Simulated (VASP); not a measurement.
# HgTe (F-43m) in VASP: notebook

HgTe is run at these levels: LDA; tasks: single point.

Everything below comes from runs of VASP 6.6.1. Logs are shortened: lines on timing, memory, paths and dates and some standing lists are left out, and cuts for length are marked.

### Step 1. The cell of the first run

Symmetry: F-43m, No. 216, cubic system. Conventional cell: a = 5.954 Å, b = 5.954 Å, c = 5.954 Å, α = 90.00°, β = 90.00°, γ = 90.00°. Within 3.4 Å of Hg (site symmetry -43m) lie 4 Te at 2.58 Å. Within 3.4 Å of Te (site symmetry -43m) lie 4 Hg at 2.58 Å.

### Step 2. Single point, LDA

The input, INCAR:

```
SYSTEM = HgTe
PREC = Accurate ; ENCUT = 520
EDIFF = 1E-7 ; ISMEAR = -1
SIGMA = 0.15 ; LREAL = .FALSE.
LASPH = .TRUE. ; NELM = 80
ALGO = Normal ; ISIF = 2
LWAVE = .FALSE. ; LCHARG = .TRUE.
LELF = .TRUE. ; LVHAR = .TRUE.
NBANDS = 16
```

The input, KPOINTS:

```
regular mesh
0
G
  12 12 12
  0 0 0
```

The input, POSCAR:

```
HgTe
1.0
    0.0000000000      2.9772049413      2.9772049413
    2.9772049413      0.0000000000      2.9772049413
    2.9772049413      2.9772049413      0.0000000000
Hg Te
1 1
Direct
    0.0000000000      0.0000000000      0.0000000000
    0.7500000000      0.7500000000      0.7500000000
```

Potentials or basis: VASP PAW LDA potentials, release 64 (Hg, Te).

On the command line:

```bash
$ cat potpaw_LDA.64/Hg/POTCAR potpaw_LDA.64/Te/POTCAR > POTCAR
$ mpirun -np 1 vasp_std > vasp.out
```

OUTCAR:

```text
SYSTEM = HgTe
   PREC = Accurate
   ENCUT = 520
   EDIFF = 1E-7
   ISMEAR = -1
   LREAL = .FALSE.
   LASPH = .TRUE.
   NELM = 80
   ISIF = 2

 ion  position               nearest neighbor table
   1  0.000  0.000  0.000-   2 2.58   2 2.58   2 2.58   2 2.58
   2  0.750  0.750  0.750-   1 2.58   1 2.58   1 2.58   1 2.58

  LATTYP: Found a face centered cubic cell.
 ALAT       =     5.9544098826

  Lattice vectors:

 A1 = (   0.0000000000,   2.9772049413,   2.9772049413)
 A2 = (   2.9772049413,   0.0000000000,   2.9772049413)
 A3 = (   2.9772049413,   2.9772049413,   0.0000000000)

Analysis of symmetry for initial positions (statically):
=====================================================================
 Subroutine PRICEL returns:
 Original cell was already a primitive cell.

 Routine SETGRP: Setting up the symmetry group for a
 face centered cubic supercell.

 Subroutine GETGRP returns: Found 24 space group operations
 (whereof 24 operations were pure point group operations)
 out of a pool of 48 trial point group operations.

The static configuration has the point symmetry T_d .

Analysis of symmetry for dynamics (positions and initial velocities):
=====================================================================
 Subroutine PRICEL returns:
 Original cell was already a primitive cell.

 Routine SETGRP: Setting up the symmetry group for a
 face centered cubic supercell.

 Subroutine GETGRP returns: Found 24 space group operations
 (whereof 24 operations were pure point group operations)
 out of a pool of 48 trial point group operations.

The dynamic configuration has the point symmetry T_d .

 Subroutine INISYM returns: Found 24 space group operations
 (whereof 24 operations are pure point group operations),
 and found     1 'primitive' translations

----------------------------------------------------------------------------------------

                                     Primitive cell

  volume of cell :      52.7784

  direct lattice vectors                    reciprocal lattice vectors
     0.000000000  2.977204941  2.977204941    -0.167942755  0.167942755  0.167942755
     2.977204941  0.000000000  2.977204941     0.167942755 -0.167942755  0.167942755
     2.977204941  2.977204941  0.000000000     0.167942755  0.167942755 -0.167942755

  length of vectors
     4.210403606  4.210403606  4.210403606     0.290885384  0.290885384  0.290885384

  position of ions in fractional coordinates (direct lattice)
     0.000000000  0.000000000  0.000000000
     0.750000000  0.750000000  0.750000000

  ion indices of the primitive-cell ions
   primitive index   ion index
                 1           1
                 2           2

----------------------------------------------------------------------------------------

 KPOINTS: regular mesh

Automatic generation of k-mesh.
 Grid dimensions read from file:
 generate k-points for:   12   12   12

 Generating k-lattice:

  Cartesian coordinates                     Fractional coordinates (reciprocal lattice)
    -0.013995230  0.013995230  0.013995230     0.083333333  0.000000000  0.000000000
     0.013995230 -0.013995230  0.013995230     0.000000000  0.083333333  0.000000000
     0.013995230  0.013995230 -0.013995230     0.000000000  0.000000000  0.083333333

  Length of vectors
     0.024240449  0.024240449  0.024240449

  Shift w.r.t. Gamma in fractional coordinates (k-lattice)
     0.000000000  0.000000000  0.000000000

 Subroutine IBZKPT returns following result:
 ===========================================

 Found     72 irreducible k-points:

 Following reciprocal coordinates:
            Coordinates               Weight
  0.000000  0.000000  0.000000      1.000000
  0.083333  0.000000  0.000000      8.000000
  0.166667  0.000000  0.000000      8.000000
  0.250000  0.000000  0.000000      8.000000
  0.333333  0.000000  0.000000      8.000000
  0.416667  0.000000  0.000000      8.000000
[... 16 lines left out ...]
  0.500000  0.166667  0.000000     24.000000
 -0.416667  0.166667  0.000000     24.000000
 [... further k-points ...]
   k-points           NKPTS =     72   k-points in BZ     NKDIM =     72   number of bands    NBANDS=     16
   number of dos      NEDOS =    301   number of ions     NIONS =      2
   total plane-waves  NPLWV =  32768
   dimension x,y,z NGX =    32 NGY =   32 NGZ =   32
   dimension x,y,z NGXF=    64 NGYF=   64 NGZF=   64
   ions per type =               1   1
   NGX,Y,Z   is equivalent  to a cutoff of  12.64, 12.64, 12.64 a.u.
   NGXF,Y,Z  is equivalent  to a cutoff of  25.27, 25.27, 25.27 a.u.
 SYSTEM =  HgTe
   PREC   = accura    normal or accurate (medium, high low for compatibility)
   ISTART =      0    job   : 0-new  1-cont  2-samecut
   ICHARG =      2    charge: 1-file 2-atom 10-const
   ISPIN  =      1    spin polarized calculation?
   LNONCOLLINEAR =      F non collinear calculations
   LSORBIT =      F    spin-orbit coupling
   LASPH  =      T    aspherical Exc in radial PAW
   ENCUT  =  520.0 eV  38.22 Ry    6.18 a.u.   7.83  7.83  7.83*2*pi/ulx,y,z
   NELM   =     80;   NELMIN=  2; NELMDL= -5     # of ELM steps
   EDIFF  = 0.1E-06   stopping-criterion for ELM
   LREAL  =      F    real-space projection
   EDIFFG = 0.1E-05   stopping-criterion for IOM
   NSW    =      0    number of steps for IOM
   IBRION =     -1    ionic relax: 0-MD 1-quasi-New 2-CG
   NFREE  =      0    steps in history (QN), initial steepest desc. (CG)
   ISIF   =      2    stress and relaxation
   ISYM   =      2    0-nonsym 1-usesym 2-fastsym
   POTIM  = 0.5000    time-step for ionic-motion
   TEBEG  =    0.0;   TEEND  =   0.0 temperature during run
   PSTRESS=    0.0 pullay stress
   NELECT =      18.0000    total number of electrons
   NUPDOWN=      -1.0000    fix difference up-down
   EMIN   =  10.00;   EMAX   =-10.00  energy-range for DOS
   EFERMI =   0.00;   METHOD = LEGACY
   ISMEAR =    -1;   SIGMA  =   0.15  broadening in eV -4-tet -1-fermi 0-gaus
   EFERMI_NEDOS =   21; number of points for ismear=-14 and -15
   IALGO  =     38    algorithm
   IMIX   =      4    mixing-type and parameters
     AMIX     =   0.40;   BMIX     =  1.00
     AMIX_MAG =   1.60;   BMIX_MAG =  1.00
  volume/ion in A,a.u.               =      26.39       178.08
  Fermi-wavevector in a.u.,A,eV,Ry     =   1.143792  2.161453 17.799950  1.308259
  Thomas-Fermi vector in A             =   2.280486
   LORBIT       =      0    0 simple, 1 ext, 2 COOP (PROOUT), +10 PAW based schemes
   GGA     = CA    functional components
   LHFCALC =     F    Hartree Fock is set to
   AEXX    =    0.0000 exact exchange contribution
   IVDW    =     0    specifies the selected vdW correction
   LEPSILON=     F    determine dielectric tensor
   LRPA    =     F    only Hartree local field effects (RPA)
 non-spin polarized calculation
  energy-cutoff  :      520.00
  volume of cell :       52.78
 maximum number of plane-waves:      1435
   NGX = 15   NGY = 15   NGZ = 15

 number of electron      17.9999999 magnetization

 Free energy of the ion-electron system (eV)
  ---------------------------------------------------
  ext. energy  EPLUGINS =         0.00000000
  ---------------------------------------------------
  free energy    TOTEN  =        -4.31295460 eV

  energy without entropy =       -4.30914903  energy(sigma->0) =       -4.31105182

 E-fermi :   6.2432     XC(G=0): -10.2202

 val. band max:        6.0085493005   @ k =   0.0000   0.0000   0.0000
 cond. band min:       6.5970199651   @ k =   0.5000   0.0000   0.0000
 fundamental gap:      0.5884706646
 Fermi energy:         6.2432422410

 k-point     1 :       0.0000    0.0000    0.0000
  band No.  band energies     occupation
      1      -8.2222      2.00000
      2      -3.2000      2.00000
      3      -3.2000      2.00000
      4      -3.2000      2.00000
      5      -2.3178      2.00000
      6      -2.3178      2.00000
[... 8 lines left out ...]
     15      15.3973      0.00000
     16      15.3973      0.00000

 k-point     2 :       0.0833    0.0000    0.0000
  band No.  band energies     occupation
      1      -8.1671      2.00000
      2      -3.1943      2.00000
      3      -3.1836      2.00000
      4      -3.1836      2.00000
      5      -2.3209      2.00000
      6      -2.3209      2.00000
[... 8 lines left out ...]
     15      14.7889      0.00000
     16      14.7889      0.00000

 k-point     3 :       0.1667    0.0000    0.0000
  band No.  band energies     occupation
      1      -8.0120      2.00000
      2      -3.1617      2.00000
      3      -3.1403      2.00000
      4      -3.1403      2.00000
      5      -2.3263      2.00000
      6      -2.3263      2.00000
[... 8 lines left out ...]
     15      14.3247      0.00000
     16      14.3247      0.00000

 k-point     4 :       0.2500    0.0000    0.0000
  band No.  band energies     occupation
      1      -7.7885      2.00000
      2      -3.0859      2.00000
      3      -3.0859      2.00000
      4      -3.0579      2.00000
      5      -2.3252      2.00000
      6      -2.3252      2.00000
[... 8 lines left out ...]
     15      14.3110      0.00000
     16      14.3110      0.00000
[... 324 lines left out ...]
 k-point    22 :       0.4167    0.1667    0.0000
  band No.  band energies     occupation
      1      -7.3530      2.00000
      2      -3.0434      2.00000
      3      -2.9214      2.00000
      4      -2.7212      2.00000
      5      -2.2666      2.00000
      6      -2.2560      2.00000
[... 8 lines left out ...]
     15      15.5425      0.00000
     16      16.3139      0.00000

 k-point    23 :       0.5000    0.1667    0.0000
  band No.  band energies     occupation
      1      -7.2219      2.00000
      2      -3.0013      2.00000
      3      -2.9092      2.00000
      4      -2.4848      2.00000
      5      -2.2760      2.00000
      6      -1.9982      2.00000
[... 8 lines left out ...]
     15      15.9305      0.00000
     16      16.3314      0.00000

 k-point    24 :      -0.4167    0.1667    0.0000
  band No.  band energies     occupation
      1      -7.2048      2.00000
      2      -2.9864      2.00000
      3      -2.9205      2.00000
      4      -2.3884      2.00000
      5      -2.3051      2.00000
      6      -1.9298      2.00000
[... 8 lines left out ...]
     15      15.3938      0.00000
     16      15.5996      0.00000

 [... further k-points ...]

------------------------ aborting loop because EDIFF is reached ----------------------------------------

  FORCE on cell =-STRESS in cart. coord.  units (eV):
  Direction    XX          YY          ZZ          XY          YZ          ZX
  --------------------------------------------------------------------------------------
  -------------------------------------------------------------------------------------
  Total        6.8354817      6.8354817      6.8354817      0.0000000      0.0000000     -0.0000000
  in kB      207.5025870    207.5025870    207.5025870      0.0000000      0.0000000     -0.0000000
  external PRESSURE =     207.5025870 kB  Pullay stress =       0.0000000 kB

 VOLUME and BASIS-vectors are now :
 -----------------------------------------------------------------------------
  energy-cutoff  :      520.00
  volume of cell :       52.78
      direct lattice vectors                 reciprocal lattice vectors
     0.000000000  2.977204941  2.977204941    -0.167942755  0.167942755  0.167942755
     2.977204941  0.000000000  2.977204941     0.167942755 -0.167942755  0.167942755
     2.977204941  2.977204941  0.000000000     0.167942755  0.167942755 -0.167942755

 POSITION                                       TOTAL-FORCE (eV/Angst)
 -----------------------------------------------------------------------------------
      0.00000      0.00000      0.00000         0.000000      0.000000      0.000000
      4.46581      4.46581      4.46581        -0.000000     -0.000000     -0.000000
 -----------------------------------------------------------------------------------
    total drift:                                0.000000      0.000000      0.000000

  FREE ENERGIE OF THE ION-ELECTRON SYSTEM (eV)
  ---------------------------------------------------
  free  energy   TOTEN  =        -4.3129546043 eV

  energy  without entropy=       -4.3091490303  energy(sigma->0) =       -4.31105182
```

Wall time 98 s (1 thread of AMD EPYC 7R43 (Zen 3), shared host); peak memory 0.16 GiB.

Results:

```
Free energy            : -4.3130 eV
Pressure               : 20.8 GPa
Band gap on the k mesh : zero (filled and empty bands touch)
```

Caveat: the cell stands under pressure; semilocal functionals underestimate gaps, so a narrow gap can read as zero; spin-orbit coupling is left out, which moves the levels of the heavy elements.

### Step 3. Single point, LDA

This run uses another cell than the first one, of 33.30 Å³/atom.

The input, INCAR:

```
  PREC = Accurate
  ENCUT = 520
  EDIFF = 1E-6
  ISMEAR = 0
  SIGMA = 0.1
  LREAL = F
  LASPH = T
  NELM = 80
  ALGO = Normal
  ISIF = 2
  LWAVE = F
  LCHARG = T
  GGA = CA
  LELF = T
  LVHAR = T
  NBANDS = 16
```

The input, KPOINTS:

```
regular mesh
0
Gamma
  12 12 12
```

The input, POSCAR:

```
HgTe
1.0
    0.0000000000      3.2173559202      3.2173559202
    3.2173559202      0.0000000000      3.2173559202
    3.2173559202      3.2173559202      0.0000000000
Hg Te
1 1
Direct
    0.0000000000      0.0000000000      0.0000000000
    0.7500000000      0.7500000000      0.7500000000
```

Potentials or basis: VASP PAW LDA potentials, release 64 (Hg, Te).

On the command line:

```bash
$ cat potpaw_LDA.64/Hg/POTCAR potpaw_LDA.64/Te/POTCAR > POTCAR
$ mpirun -np 1 vasp_std > vasp.out
```

Run time: 2.5 min. Hardware: 1 thread of AMD EPYC 7R43 (Zen 3), shared host; peak memory 0.18 GiB.

Results (log left out):

```
Free energy            : -5.0385 eV
Pressure               : 0.3 GPa
Band gap on the k mesh : zero (filled and empty bands touch)
```

Levels at points of the mesh, in eV from the Fermi level:
| k point | band 5 | band 6 | band 7 | band 8 | band 9 | band 10 | band 11 | band 12 | band 13 | band 14 |
| --- | --- | --- | --- | --- | --- | --- | --- | --- | --- | --- |
| (0.00, 0.00, 0.00) | -6.97 | -6.97 | -0.89 | -0.06 | -0.06 | -0.06 | 4.07 | 4.07 | 4.07 | 6.18 |
| (0.50, 0.00, 0.00) | -6.94 | -6.66 | -5.70 | -1.08 | -1.08 | 0.54 | 4.88 | 4.88 | 6.57 | 7.68 |
| (0.50, 0.50, 0.00) | -6.90 | -6.51 | -5.61 | -2.41 | -2.41 | 1.75 | 2.23 | 8.02 | 8.75 | 8.75 |

Caveat: semilocal functionals underestimate gaps, so a narrow gap can read as zero; spin-orbit coupling is left out, which moves the levels of the heavy elements.

### Step 4. Single point, LDA

This run uses another cell than the first one, of 33.32 Å³/atom.

The input, INCAR:

```
PREC = Accurate ; ENCUT = 520
EDIFF = 1E-7 ; ISMEAR = -1
SIGMA = 0.15 ; LREAL = False
LASPH = True ; NELM = 100
ALGO = Normal ; ISIF = 2
LWAVE = False ; LCHARG = True
GGA = CA ; LELF = True
LVHAR = True ; NBANDS = 16
```

KPOINTS is that of step 3.

The input, POSCAR:

```
HgTe
1.0
    0.0000000000      3.2177784191      3.2177784191
    3.2177784191      0.0000000000      3.2177784191
    3.2177784191      3.2177784191      0.0000000000
Hg Te
1 1
Direct
    0.0000000000      0.0000000000      0.0000000000
    0.7500000000      0.7500000000      0.7500000000
```

On the command line:

```bash
$ cat potpaw_LDA.64/Hg/POTCAR potpaw_LDA.64/Te/POTCAR > POTCAR
$ mpirun -np 1 vasp_std > vasp.out
```

Wall time 2.1 min (1 thread of AMD EPYC 7R43 (Zen 3), shared host); peak memory 0.19 GiB.

It converged, with:

```yaml
Free_energy: -5.0407 eV
Pressure: 0.3 GPa
Band_gap_on_the_k_mesh: zero (filled and empty bands touch)
```

Levels at points of the mesh, in eV from the Fermi level:
| k point | band 6 | band 7 | band 8 | band 9 | band 10 | band 11 | band 12 | band 13 |
| --- | --- | --- | --- | --- | --- | --- | --- | --- |
| (0.00, 0.00, 0.00) | -7.14 | -1.08 | -0.24 | -0.24 | -0.24 | 3.89 | 3.89 | 3.89 |
| (0.50, 0.00, 0.00) | -6.83 | -5.88 | -1.26 | -1.26 | 0.36 | 4.70 | 4.70 | 6.39 |
| (0.50, 0.50, 0.00) | -6.68 | -5.79 | -2.59 | -2.59 | 1.57 | 2.05 | 7.83 | 8.57 |

Caveat: semilocal functionals underestimate gaps, so a narrow gap can read as zero; spin-orbit coupling is left out, which moves the levels of the heavy elements.

### Step 5. The runs side by side

```tsv
cell	smearing	gap on the mesh (eV)	pressure (GPa)
a = 4.210 Å, angles 60.0°, 2 atoms	fermi-dirac 0.15 eV	none	20.8
a = 4.550 Å, angles 60.0°, 2 atoms	gaussian 0.1 eV	none	0.3
a = 4.551 Å, angles 60.0°, 2 atoms	fermi-dirac 0.15 eV	none	0.3
```

Alike in all rows: task single point; level LDA; potentials or basis VASP PAW LDA potentials, release 64 (Hg, Te); no spin polarisation; k mesh 12 × 12 × 12; cutoff (eV) 520.

Caveats: semilocal functionals underestimate gaps, so a narrow gap can read as zero; spin-orbit coupling is left out, which moves the levels of the heavy elements; the cell stands under pressure (at least some runs).

Total energies depend on the potentials used, so only differences within one code and one set of settings carry meaning.
